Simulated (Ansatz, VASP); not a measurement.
# Two plane-wave programs on CaPtSe2

INCAR

```
PREC     = Accurate       # precision mode
ENCUT    = 600            # plane-wave cutoff, eV
EDIFF    = 1E-6           # SCF threshold, eV
ISMEAR   = 0              # smearing method
SIGMA    = 0.1            # smearing width, eV
LREAL    = F              # projectors in reciprocal space
LASPH    = T              # aspherical terms in the spheres
NELM     = 60             # most SCF steps
ALGO     = Normal         # electronic algorithm
ISIF     = 3              # what is computed and relaxed
LWAVE    = F              # write WAVECAR
LCHARG   = F              # write CHGCAR
GGA      = PE             # functional
IBRION   = 2              # ionic algorithm
NSW      = 90             # ionic steps
EDIFFG   = -0.04          # ionic threshold
```

Contents of KPOINTS:

```
Automatic mesh
0
Gamma
  6 6 2
```

POSCAR

```
CaPtSe2
1.0
    3.7533437100      0.0000000000      0.0000000000
   -1.8766718600      3.2504910100      0.0000000000
    0.0000000000      0.0000000000     11.6447373400
Ca Pt Se
2 2 4
Direct
    0.6666666700      0.3333333300      0.3605371900
    0.3333333300      0.6666666700      0.8605371900
    0.6666666700      0.3333333300      0.1118004400
    0.3333333300      0.6666666700      0.6118004400
    0.0000000000      0.0000000000      0.0000000000
    0.3333333300      0.6666666700      0.2210743700
    0.0000000000      0.0000000000      0.5000000000
    0.6666666700      0.3333333300      0.7210743700
```

Input for Ansatz:

```yaml
crystal:
  lattice:
    - [3.75334371, 0.0, 0.0]
    - [-1.87667186, 3.25049101, 0.0]
    - [0.0, 0.0, 11.64473734]
  atoms:
    - { symbol: Ca, position: [0.66666667, 0.33333333, 0.36053719] }
    - { symbol: Ca, position: [0.33333333, 0.66666667, 0.86053719] }
    - { symbol: Pt, position: [0.66666667, 0.33333333, 0.11180044] }
    - { symbol: Pt, position: [0.33333333, 0.66666667, 0.61180044] }
    - { symbol: Se, position: [0.0, 0.0, 0.0] }
    - { symbol: Se, position: [0.33333333, 0.66666667, 0.22107437] }
    - { symbol: Se, position: [0.0, 0.0, 0.5] }
    - { symbol: Se, position: [0.66666667, 0.33333333, 0.72107437] }
basis:
  ecutwfc: 420
kpoints:
  mp_grid: { grid: [6, 6, 2] }
hamiltonian:
  xc: pbe
scf:
  occupations: { method: gaussian, width: 0.1 }
  lower_state_search: "off"
output:
  forces: true
  stress: true
  eigenvalues: true
relax:
  adjacent_minimum: "off"
  f_tol: 0.04
  max_steps: 70
  cell: { stress_tol: 0.4 }
```

Alike in both runs: task relaxation of cell and atoms; functional PBE; k mesh 6 × 6 × 2; occupations gaussian, width 0.1 eV; no spin polarisation.

```csv
,VASP,Ansatz
version,VASP 6.6.1,Ansatz 0.2.0
potentials or method,"VASP PAW PBE potentials, release 64 (Ca_sv, Pt, Se), cutoff 600 eV","scalar-relativistic, plane waves, PAW"
valence electrons in the cell,64,120
```

Ansatz gave:

```
gap on the k mesh at the Fermi level, each at its own relaxed structure (eV)  : none
relaxed volume (Å³/atom)                                                      : 22.43
relaxed length of the cell vector where the two differ most in proportion (Å) : 12.179
```

**Question.** What did VASP give for the same quantities?

**Answer.** gap on the k mesh at the Fermi level, each at its own relaxed structure (eV): none; relaxed volume (Å³/atom): 22.56; relaxed length of the cell vector where the two differ most in proportion (Å): 12.275.

A gap of «none» marks a metal or a gap that the smearing closes. VASP's potentials hold 64 valence electrons a cell and Ansatz's 120, so a difference there can come from the potentials and not from the codes.

Neither program's run includes spin-orbit coupling. Noted on VASP's run: the volume moved by over 15 % at a fixed basis, so the end points are rough.
